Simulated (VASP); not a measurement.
## GaRh3C: relaxation of cell and atoms with PBEsol

GaRh3C:

```
Ga Rh C
1.0
     3.99494    0.00000    0.00000
     0.00000    3.99494    0.00000
     0.00000    0.00000    3.99494
Ga Rh C
1 3 1
Direct
  0.00000 0.00000 0.00000
  0.00000 0.50000 0.50000
  0.50000 0.00000 0.50000
  0.50000 0.50000 0.00000
  0.50000 0.50000 0.50000
```

| Property | Result |
| --- | --- |
| Program | VASP 6.6.1 |
| Task | relaxation of cell and atoms |
| Functional | PBEsol |
| Potentials or basis | VASP PAW PBE potentials, release 64 (Ga_d, Rh_pv, C) |
| Cutoff | 600 eV |
| k mesh | 10 × 10 × 10 |
| Occupations | gaussian, width 0.1 eV |
| Spin | no spin polarisation |
| Dipole correction | no |
| Further INCAR settings | ALGO = Normal; EDIFF = 1e-06; IBRION = 2; EDIFFG = -0.005; NSW = 100; ISIF = 3 |

| Item | Value |
| --- | --- |
| Relaxed volume | 12.74 Å³/atom |
| Relaxed cell | a = 3.994 Å, b = 3.994 Å, c = 3.994 Å, α = 90.00°, β = 90.00°, γ = 90.00° |
| Space group after relaxing (to 0.05 Å) | Pm-3m (No. 221) |
| Energy gained by relaxing | 0.0 meV/atom |
| Ionic steps | 3 |
| Pressure after relaxing | 0.0 GPa |
| Band gap on the k mesh | zero (band 31 reaches 10.53 eV, above the bottom of band 32 at 10.35 eV) |

Final structure:
```
CELL_PARAMETERS angstrom
3.99360 0.00000 0.00000
0.00000 3.99360 0.00000
0.00000 0.00000 3.99360
ATOMIC_POSITIONS crystal
Ga 0.00000 0.00000 0.00000
Rh 0.00000 0.50000 0.50000
Rh 0.50000 0.00000 0.50000
Rh 0.50000 0.50000 0.00000
C 0.50000 0.50000 0.50000
```

Levels at points of the mesh, in eV from the Fermi level:
```tsv
k point	band 29	band 30	band 31	band 32	band 33	band 34
(0.00, 0.00, 0.00)	-1.85	-0.03	-0.03	-0.03	0.07	1.77
(0.50, 0.00, 0.00)	-2.00	-1.18	-0.03	0.60	0.60	2.09
(0.50, 0.50, 0.00)	-1.78	-1.20	-0.77	0.72	0.72	1.87
(0.50, 0.50, 0.50)	-1.28	-1.28	-0.18	-0.18	-0.18	1.25
```

It took 7.2 min on 1 thread of AMD EPYC 9R45, with other jobs on the host, peak memory 0.26 GiB.

Caveat: the PAW data sets were made with another functional, which shifts forces and pressure a little.
